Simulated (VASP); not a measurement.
Crystal: Sn.

```xyz
2
Lattice="0.0000 3.2456 3.2456 3.2456 0.0000 3.2456 3.2456 3.2456 0.0000" Properties=species:S:1:pos:R:3 pbc="T T T"
Sn    3.2456    3.2456    3.2456
Sn    4.8684    4.8684    4.8684
```

This isn't the form of Sn at room conditions, which is tetragonal (white tin).

Base run:

```yaml
Program: VASP 6.6.1
Functional: r2SCAN
Potentials_or_basis: VASP PAW PBE potentials, release 64 (Sn_d)
Cutoff: 520 eV
k_mesh: 9 × 9 × 9
Occupations: fermi-dirac, width 0.03 eV
Spin: no spin polarisation
```

Its results: band gap on the k mesh zero (filled and empty bands touch); pressure 1.6 GPa.

Task: The run is repeated on the same cell with these changes: functional from r2SCAN to PBEsol; further incar settings from ALGO = Normal; EDIFF = 1e-08; NBANDS = 21 to ALGO = Normal; EDIFF = 1e-06; NBANDS = 21. What comes out?

Result: Band gap on the k mesh zero (bands 14 and 15 overlap by 0.13 eV); pressure 0.9 GPa.

Caveats: the PAW data sets were made with another functional, which shifts forces and pressure a little; spin-orbit coupling is left out, which moves the levels of the heavy elements.
